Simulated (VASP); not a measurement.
# CsSnI3 (Pm-3m) in VASP: notebook

CsSnI3 is run at these levels: r2SCAN; tasks: single point.

Everything below comes from runs of VASP 6.6.1. Logs are shortened: lines on timing, memory, paths and dates and some standing lists are left out, and cuts for length are marked.

### 1 The cell of the first run

The structure is cubic, space group Pm-3m (No. 221). The conventional cell has a = 6.241 Å, b = 6.241 Å, c = 6.241 Å, α = 90.00°, β = 90.00°, γ = 90.00°. Within 5.8 Å of Cs (site symmetry m-3m) lie 12 I at 4.41 Å and 8 Sn at 5.41 Å. Sn (site symmetry m-3m) has 6 I at 3.12 Å within 4.1 Å. I (site symmetry 4/mmm) has 2 Sn at 3.12 Å within 4.1 Å.

### 2 Single point, r2SCAN

Contents of POSCAR:

```
CsSnI3
1.0
    6.2414001656      0.0000000000      0.0000000000
    0.0000000000      6.2414001656      0.0000000000
    0.0000000000      0.0000000000      6.2414001656
Cs Sn I
1 1 3
Direct
    0.0000000000      0.0000000000      0.0000000000
    0.5000000000      0.5000000000      0.5000000000
    0.0000000000      0.5000000000      0.5000000000
    0.5000000000      0.0000000000      0.5000000000
    0.5000000000      0.5000000000      0.0000000000
```

Contents of INCAR.step1:

```
SYSTEM = CsSnI3
PREC = Accurate ; ENCUT = 520
ISMEAR = 0 ; SIGMA = 0.01
LREAL = .False. ; LASPH = .True.
NELM = 100 ; NBANDS = 30
GGA = PE ; ALGO = Normal
EDIFF = 1E-4 ; LWAVE = .True.
LCHARG = .False.
```

Contents of INCAR.step2:

```
SYSTEM = CsSnI3
PREC = Accurate ; ENCUT = 520
EDIFF = 1E-7 ; ISMEAR = 0
SIGMA = 0.01 ; LREAL = .False.
LASPH = .True. ; NELM = 100
ALGO = Normal ; ISIF = 2
LWAVE = .False. ; LCHARG = .False.
METAGGA = R2SCAN ; LMIXTAU = .True.
NBANDS = 30 ; ISTART = 1
```

Contents of KPOINTS:

```
regular mesh
0
Gamma
  4 4 4
  0 0 0
```

Potentials or basis: VASP PAW PBE potentials, release 64 (Cs_sv, Sn_d, I).

On the command line:

```
$ cat potpaw_PBE.64/Cs_sv/POTCAR potpaw_PBE.64/Sn_d/POTCAR potpaw_PBE.64/I/POTCAR > POTCAR
$ cp INCAR.step1 INCAR
$ mpirun -np 1 vasp_std > vasp.out
$ cp INCAR.step2 INCAR
$ mpirun -np 1 vasp_std > vasp.out
```

OUTCAR:

```text
SYSTEM = CsSnI3
   PREC = Accurate
   ENCUT = 520
   EDIFF = 1E-7
   ISMEAR = 0
   LREAL = .False.
   LASPH = .True.
   NELM = 100
   ISIF = 2
   METAGGA = R2SCAN
   ISTART = 1

 ion  position               nearest neighbor table
   1  0.000  0.000  0.000-
   2  0.500  0.500  0.500-   3 3.12   4 3.12   5 3.12   5 3.12   4 3.12   3 3.12
   3  0.000  0.500  0.500-   2 3.12   2 3.12
   4  0.500  0.000  0.500-   2 3.12   2 3.12
   5  0.500  0.500  0.000-   2 3.12   2 3.12

  LATTYP: Found a simple cubic cell.
 ALAT       =     6.2414001656

  Lattice vectors:

 A1 = (   6.2414001656,   0.0000000000,   0.0000000000)
 A2 = (   0.0000000000,   6.2414001656,   0.0000000000)
 A3 = (   0.0000000000,   0.0000000000,   6.2414001656)

Analysis of symmetry for initial positions (statically):
=====================================================================
 Subroutine PRICEL returns:
 Original cell was already a primitive cell.

 Routine SETGRP: Setting up the symmetry group for a
 simple cubic supercell.

 Subroutine GETGRP returns: Found 48 space group operations
 (whereof 48 operations were pure point group operations)
 out of a pool of 48 trial point group operations.

The static configuration has the point symmetry O_h .

Analysis of symmetry for dynamics (positions and initial velocities):
=====================================================================
 Subroutine PRICEL returns:
 Original cell was already a primitive cell.

 Routine SETGRP: Setting up the symmetry group for a
 simple cubic supercell.

 Subroutine GETGRP returns: Found 48 space group operations
 (whereof 48 operations were pure point group operations)
 out of a pool of 48 trial point group operations.

The dynamic configuration has the point symmetry O_h .

 Subroutine INISYM returns: Found 48 space group operations
 (whereof 48 operations are pure point group operations),
 and found     1 'primitive' translations

----------------------------------------------------------------------------------------

                                     Primitive cell

  volume of cell :     243.1342

  direct lattice vectors                    reciprocal lattice vectors
     6.241400166  0.000000000  0.000000000     0.160220459  0.000000000  0.000000000
     0.000000000  6.241400166  0.000000000     0.000000000  0.160220459  0.000000000
     0.000000000  0.000000000  6.241400166     0.000000000  0.000000000  0.160220459

  length of vectors
     6.241400166  6.241400166  6.241400166     0.160220459  0.160220459  0.160220459

  position of ions in fractional coordinates (direct lattice)
     0.000000000  0.000000000  0.000000000
     0.500000000  0.500000000  0.500000000
     0.000000000  0.500000000  0.500000000
     0.500000000  0.000000000  0.500000000
     0.500000000  0.500000000  0.000000000

  ion indices of the primitive-cell ions
   primitive index   ion index
                 1           1
                 2           2
                 3           3
                 4           4
                 5           5

----------------------------------------------------------------------------------------

 KPOINTS: regular mesh

Automatic generation of k-mesh.
 Grid dimensions read from file:
 generate k-points for:    4    4    4

 Generating k-lattice:

  Cartesian coordinates                     Fractional coordinates (reciprocal lattice)
     0.040055115  0.000000000  0.000000000     0.250000000  0.000000000  0.000000000
     0.000000000  0.040055115  0.000000000     0.000000000  0.250000000  0.000000000
     0.000000000  0.000000000  0.040055115     0.000000000  0.000000000  0.250000000

  Length of vectors
     0.040055115  0.040055115  0.040055115

  Shift w.r.t. Gamma in fractional coordinates (k-lattice)
     0.000000000  0.000000000  0.000000000

 Subroutine IBZKPT returns following result:
 ===========================================

 Found     10 irreducible k-points:

 Following reciprocal coordinates:
            Coordinates               Weight
  0.000000  0.000000  0.000000      1.000000
  0.250000  0.000000  0.000000      6.000000
  0.500000  0.000000  0.000000      3.000000
  0.250000  0.250000  0.000000     12.000000
  0.500000  0.250000  0.000000     12.000000
  0.500000  0.500000  0.000000      3.000000
  0.250000  0.250000  0.250000      8.000000
  0.500000  0.250000  0.250000     12.000000
  0.500000  0.500000  0.250000      6.000000
  0.500000  0.500000  0.500000      1.000000
   k-points           NKPTS =     10   k-points in BZ     NKDIM =     10   number of bands    NBANDS=     30
   number of dos      NEDOS =    301   number of ions     NIONS =      5
   total plane-waves  NPLWV = 110592
   dimension x,y,z NGX =    48 NGY =   48 NGZ =   48
   dimension x,y,z NGXF=    96 NGYF=   96 NGZF=   96
   ions per type =               1   1   3
   NGX,Y,Z   is equivalent  to a cutoff of  12.79, 12.79, 12.79 a.u.
   NGXF,Y,Z  is equivalent  to a cutoff of  25.57, 25.57, 25.57 a.u.
 SYSTEM =  CsSnI3
   PREC   = accura    normal or accurate (medium, high low for compatibility)
   ISTART =      1    job   : 0-new  1-cont  2-samecut
   ICHARG =      0    charge: 1-file 2-atom 10-const
   ISPIN  =      1    spin polarized calculation?
   LNONCOLLINEAR =      F non collinear calculations
   LSORBIT =      F    spin-orbit coupling
   LASPH  =      T    aspherical Exc in radial PAW
   ENCUT  =  520.0 eV  38.22 Ry    6.18 a.u.  11.60 11.60 11.60*2*pi/ulx,y,z
   NELM   =    100;   NELMIN=  2; NELMDL=  0     # of ELM steps
   EDIFF  = 0.1E-06   stopping-criterion for ELM
   LREAL  =      F    real-space projection
   EDIFFG = 0.1E-05   stopping-criterion for IOM
   NSW    =      0    number of steps for IOM
   IBRION =     -1    ionic relax: 0-MD 1-quasi-New 2-CG
   NFREE  =      0    steps in history (QN), initial steepest desc. (CG)
   ISIF   =      2    stress and relaxation
   ISYM   =      2    0-nonsym 1-usesym 2-fastsym
   POTIM  = 0.5000    time-step for ionic-motion
   TEBEG  =    0.0;   TEEND  =   0.0 temperature during run
   PSTRESS=    0.0 pullay stress
   NELECT =      44.0000    total number of electrons
   NUPDOWN=      -1.0000    fix difference up-down
   EMIN   =  10.00;   EMAX   =-10.00  energy-range for DOS
   EFERMI =   0.00;   METHOD = LEGACY
   ISMEAR =     0;   SIGMA  =   0.01  broadening in eV -4-tet -1-fermi 0-gaus
   EFERMI_NEDOS =   21; number of points for ismear=-14 and -15
   IALGO  =     38    algorithm
   IMIX   =      4    mixing-type and parameters
     AMIX     =   0.40;   BMIX     =  1.00
     AMIX_MAG =   1.60;   BMIX_MAG =  1.00
  volume/ion in A,a.u.               =      48.63       328.15
  Fermi-wavevector in a.u.,A,eV,Ry     =   0.925999  1.749884 11.666636  0.857474
  Thomas-Fermi vector in A             =   2.051914
   LORBIT       =      0    0 simple, 1 ext, 2 COOP (PROOUT), +10 PAW based schemes
   METAGGA = R2SCAN    functional components
   LHFCALC =     F    Hartree Fock is set to
   AEXX    =    0.0000 exact exchange contribution
   IVDW    =     0    specifies the selected vdW correction
   LEPSILON=     F    determine dielectric tensor
   LRPA    =     F    only Hartree local field effects (RPA)
 non-spin polarized calculation
 Gauss-broadening in eV      SIGMA  =   0.01
  energy-cutoff  :      520.00
  volume of cell :      243.13
 maximum number of plane-waves:      6619
 NGX is ok and might be reduce to    48
   NGX = 23   NGY = 23   NGZ = 23

 number of electron      43.9999979 magnetization

 Free energy of the ion-electron system (eV)
  ---------------------------------------------------
  ext. energy  EPLUGINS =         0.00000000
  ---------------------------------------------------
  free energy    TOTEN  =      -128.63167683 eV

  energy without entropy =     -128.63167683  energy(sigma->0) =     -128.63167683

 E-fermi :   2.6709     XC(G=0):  -7.8304

 val. band max:        2.6223861092   @ k =   0.5000   0.5000   0.5000
 cond. band min:       3.1253412168   @ k =   0.5000   0.5000   0.5000
 fundamental gap:      0.5029551076
 Fermi energy:         2.6709036882

 k-point     1 :       0.0000    0.0000    0.0000
  band No.  band energies     occupation
      1     -20.4174      2.00000
      2     -20.2814      2.00000
      3     -20.2814      2.00000
      4     -20.2571      2.00000
      5     -20.2571      2.00000
      6     -20.2571      2.00000
[... 22 lines left out ...]
     29       7.5498      0.00000
     30       7.5498      0.00000

 k-point     2 :       0.2500    0.0000    0.0000
  band No.  band energies     occupation
      1     -20.4172      2.00000
      2     -20.2813      2.00000
      3     -20.2805      2.00000
      4     -20.2572      2.00000
      5     -20.2572      2.00000
      6     -20.2571      2.00000
[... 22 lines left out ...]
     29       6.9070      0.00000
     30       7.5039      0.00000

 k-point     3 :       0.5000    0.0000    0.0000
  band No.  band energies     occupation
      1     -20.4170      2.00000
      2     -20.2813      2.00000
      3     -20.2797      2.00000
      4     -20.2573      2.00000
      5     -20.2573      2.00000
      6     -20.2571      2.00000
[... 22 lines left out ...]
     29       7.2253      0.00000
     30       7.3208      0.00000

 k-point     4 :       0.2500    0.2500    0.0000
  band No.  band energies     occupation
      1     -20.4170      2.00000
      2     -20.2809      2.00000
      3     -20.2801      2.00000
      4     -20.2573      2.00000
      5     -20.2572      2.00000
      6     -20.2572      2.00000
[... 22 lines left out ...]
     29       7.2038      0.00000
     30       7.4589      0.00000

 k-point     5 :       0.5000    0.2500    0.0000
  band No.  band energies     occupation
      1     -20.4168      2.00000
      2     -20.2808      2.00000
      3     -20.2794      2.00000
      4     -20.2573      2.00000
      5     -20.2573      2.00000
      6     -20.2572      2.00000
[... 22 lines left out ...]
     29       7.5479      0.00000
     30       7.9867      0.00000

 k-point     6 :       0.5000    0.5000    0.0000
  band No.  band energies     occupation
      1     -20.4166      2.00000
      2     -20.2805      2.00000
      3     -20.2789      2.00000
      4     -20.2574      2.00000
      5     -20.2573      2.00000
      6     -20.2573      2.00000
[... 22 lines left out ...]
     29       8.2146      0.00000
     30       8.2160      0.00000

 k-point     7 :       0.2500    0.2500    0.2500
  band No.  band energies     occupation
      1     -20.4168      2.00000
      2     -20.2801      2.00000
      3     -20.2801      2.00000
      4     -20.2573      2.00000
      5     -20.2573      2.00000
      6     -20.2573      2.00000
[... 22 lines left out ...]
     29       7.6602      0.00000
     30       7.9089      0.00000

 k-point     8 :       0.5000    0.2500    0.2500
  band No.  band energies     occupation
      1     -20.4166      2.00000
      2     -20.2801      2.00000
      3     -20.2793      2.00000
      4     -20.2574      2.00000
      5     -20.2573      2.00000
      6     -20.2573      2.00000
[... 22 lines left out ...]
     29       7.5660      0.00000
     30       7.6350      0.00000

 k-point     9 :       0.5000    0.5000    0.2500
  band No.  band energies     occupation
      1     -20.4164      2.00000
      2     -20.2797      2.00000
      3     -20.2789      2.00000
      4     -20.2574      2.00000
      5     -20.2573      2.00000
      6     -20.2573      2.00000
[... 22 lines left out ...]
     29       7.3044      0.00000
     30       7.8817      0.00000

 k-point    10 :       0.5000    0.5000    0.5000
  band No.  band energies     occupation
      1     -20.4163      2.00000
      2     -20.2789      2.00000
      3     -20.2789      2.00000
      4     -20.2574      2.00000
      5     -20.2574      2.00000
      6     -20.2574      2.00000
[... 22 lines left out ...]
     29       7.0109      0.00000
     30       8.2222      0.00000

------------------------ aborting loop because EDIFF is reached ----------------------------------------

  FORCE on cell =-STRESS in cart. coord.  units (eV):
  Direction    XX          YY          ZZ          XY          YZ          ZX
  --------------------------------------------------------------------------------------
  -------------------------------------------------------------------------------------
  Total        0.0088546      0.0088546      0.0088546      0.0000000     -0.0000000      0.0000000
  in kB        0.0583492      0.0583492      0.0583492      0.0000000     -0.0000000      0.0000000
  external PRESSURE =       0.0583492 kB  Pullay stress =       0.0000000 kB

 VOLUME and BASIS-vectors are now :
 -----------------------------------------------------------------------------
  energy-cutoff  :      520.00
  volume of cell :      243.13
      direct lattice vectors                 reciprocal lattice vectors
     6.241400166  0.000000000  0.000000000     0.160220459  0.000000000  0.000000000
     0.000000000  6.241400166  0.000000000     0.000000000  0.160220459  0.000000000
     0.000000000  0.000000000  6.241400166     0.000000000  0.000000000  0.160220459

 POSITION                                       TOTAL-FORCE (eV/Angst)
 -----------------------------------------------------------------------------------
      0.00000      0.00000      0.00000         0.000000      0.000000      0.000000
      3.12070      3.12070      3.12070         0.000000      0.000000      0.000000
      0.00000      3.12070      3.12070         0.000000      0.000000      0.000000
      3.12070      0.00000      3.12070         0.000000      0.000000      0.000000
      3.12070      3.12070      0.00000         0.000000      0.000000      0.000000
 -----------------------------------------------------------------------------------
    total drift:                                0.000000     -0.000000     -0.000000

  FREE ENERGIE OF THE ION-ELECTRON SYSTEM (eV)
  ---------------------------------------------------
  free  energy   TOTEN  =      -128.6316768295 eV

  energy  without entropy=     -128.6316768295  energy(sigma->0) =     -128.63167683
```

Run time: 9.8 min. Hardware: 1 thread of AMD EPYC, shared host; peak memory 0.37 GiB.

Results:

| Quantity | Value |
| --- | --- |
| Free energy | -128.6317 eV |
| Pressure | 0.0 GPa |
| Band gap on the k mesh | 0.50 eV, direct |

Caveat: the PAW data sets were made with another functional, which shifts forces and pressure a little; spin-orbit coupling is left out, which moves the levels of the heavy elements. A k mesh can miss the band edges.

### 3 Single point, r2SCAN (volume changed by +3%)

POSCAR: that of step 2 with these lines changed.

```diff
@@ -2,5 +2,5 @@
 1.0
-    6.2414001656      0.0000000000      0.0000000000
-    0.0000000000      6.2414001656      0.0000000000
-    0.0000000000      0.0000000000      6.2414001656
+    6.3032002260      0.0000000000      0.0000000000
+    0.0000000000      6.3032002260      0.0000000000
+    0.0000000000      0.0000000000      6.3032002260
 Cs Sn I
```

Contents of INCAR.step1:

```
PREC = Accurate ; ENCUT = 520
ISMEAR = 0 ; SIGMA = 0.01
LREAL = F ; LASPH = T
NELM = 60 ; NBANDS = 30
GGA = PE ; ALGO = Normal
EDIFF = 1E-4 ; LWAVE = T
LCHARG = F
```

Contents of INCAR.step2:

```
PREC = Accurate ; ENCUT = 520
EDIFF = 1E-7 ; ISMEAR = 0
SIGMA = 0.01 ; LREAL = F
LASPH = T ; NELM = 60
ALGO = Normal ; ISIF = 2
LWAVE = F ; LCHARG = F
METAGGA = R2SCAN ; LMIXTAU = T
NBANDS = 30 ; ISTART = 1
```

Contents of KPOINTS:

```
Automatic mesh
0
Gamma
  4 4 4
```

Potentials or basis: VASP PAW PBE potentials, release 64 (Cs_sv, Sn_d, I).

On the command line:

```
$ cat potpaw_PBE.64/Cs_sv/POTCAR potpaw_PBE.64/Sn_d/POTCAR potpaw_PBE.64/I/POTCAR > POTCAR
$ cp INCAR.step1 INCAR
$ mpirun -np 1 vasp_std > vasp.out
$ cp INCAR.step2 INCAR
$ mpirun -np 1 vasp_std > vasp.out
```

Wall time 12 min (1 thread of AMD EPYC, shared host); peak memory 0.37 GiB.

It converged, with:

```yaml
Free_energy: -128.6217 eV
Pressure: -0.5 GPa
Band_gap_on_the_k_mesh: 0.64 eV, direct
```

Levels at points of the mesh, in eV from the valence-band top:
| k point | band 18 | band 19 | band 20 | band 21 | band 22 | band 23 | band 24 | band 25 | band 26 | band 27 |
| --- | --- | --- | --- | --- | --- | --- | --- | --- | --- | --- |
| (0.00, 0.00, 0.00) | -2.29 | -2.29 | -2.16 | -2.16 | -2.16 | 2.75 | 3.63 | 3.63 | 4.03 | 4.03 |
| (0.50, 0.00, 0.00) | -2.51 | -2.43 | -2.26 | -2.26 | -1.57 | 1.34 | 4.23 | 4.40 | 4.55 | 4.55 |
| (0.50, 0.50, 0.00) | -2.57 | -2.57 | -2.53 | -1.74 | -0.77 | 1.04 | 1.04 | 4.23 | 4.81 | 4.95 |
| (0.50, 0.50, 0.50) | -2.52 | -1.73 | -1.73 | -1.73 | 0.00 | 0.64 | 0.64 | 0.64 | 3.61 | 4.56 |

Caveat: the PAW data sets were made with another functional, which shifts forces and pressure a little; spin-orbit coupling is left out, which moves the levels of the heavy elements. A k mesh can miss the band edges.

(Part 1 of 2 ends here.)
